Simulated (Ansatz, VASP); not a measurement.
WSe2 in VASP and in Ansatz

```
CELL_PARAMETERS angstrom
3.29000 0.00000 0.00000
-1.64500 2.84922 0.00000
0.00000 0.00000 12.97000
ATOMIC_POSITIONS crystal
W 0.33333 0.66667 0.25000
W 0.66667 0.33333 0.75000
Se 0.30063 0.75601 0.62100
Se 0.66667 0.33333 0.12100
Se 0.33333 0.66667 0.87900
Se 0.66667 0.33333 0.37900
```

Alike in both runs: task single point; functional PBE; k mesh 12 × 12 × 2; occupations gaussian, width 0.05 eV; no spin polarisation.

|  | VASP | Ansatz |
| --- | --- | --- |
| version | VASP 6.6.1 | Ansatz 0.2.0 |
| potentials or method | VASP PAW PBE potentials, release 64 (W_sv, Se), cutoff 520 eV | scalar-relativistic, plane waves, PAW |
| valence electrons in the cell | 52 | 92 |

Ansatz gave:

```
gap on the k mesh at the Fermi level (eV)                     : 0.90
least direct gap on the mesh (eV)                             : 1.47
pressure (GPa)                                                : 5.2
traceless stress, the component that is largest in VASP (GPa) : 4.57
rms of the force components (eV/Å)                            : 1.010
```

Which values does VASP return?

gap on the k mesh at the Fermi level (eV): 0.90; least direct gap on the mesh (eV): 1.47; pressure (GPa): 5.5; traceless stress, the component that is largest in VASP (GPa): 4.60; rms of the force components (eV/Å): 1.018.

Atom by atom the forces differ by 0.023 eV/Å (rms over components). VASP's potentials hold 52 valence electrons a cell and Ansatz's 92, so a difference there can come from the potentials and not from the codes.

Spin-orbit coupling is off throughout.
